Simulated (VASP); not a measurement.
A run of VASP 6.6.1:

File INCAR:

```
SYSTEM = SiC
PREC = Accurate ; ENCUT = 600
EDIFF = 1E-6 ; ISMEAR = 0
SIGMA = 0.01 ; LREAL = .FALSE.
LASPH = .TRUE. ; NELM = 120
ALGO = Normal ; ISIF = 2
LWAVE = .FALSE. ; LCHARG = .TRUE.
GGA = PE ; LELF = .TRUE.
LVHAR = .TRUE. ; NBANDS = 11
GGA_COMPAT = .FALSE.
```

KPOINTS

```
Automatic mesh
0
G
  8 8 8
  0 0 0
```

Contents of POSCAR:

```
SiC
1.0
    0.0000000000      2.1585749998      2.1585749998
    2.1585749998      0.0000000000      2.1585749998
    2.1585749998      2.1585749998      0.0000000000
Si C
1 1
Direct
    0.0000000000      0.0000000000      0.0000000000
    0.7500000000      0.7500000000      0.7500000000
```

Potentials or basis: VASP PAW PBE potentials, release 64 (Si, C).

Launch:

```bash
$ cat potpaw_PBE.64/Si/POTCAR potpaw_PBE.64/C/POTCAR > POTCAR
$ mpirun -np 1 vasp_std > vasp.out
```

Hardware: 1 thread of Intel(R) Xeon(R) 6975P-C (Granite Rapids) (shared host).

Q: Estimate the wall time of this run.

A: Run time: 3.1 s on 1 thread of Intel(R) Xeon(R) 6975P-C (Granite Rapids), on a shared host, peak memory 0.13 GiB. Counts: scf iterations 12, k points 29.
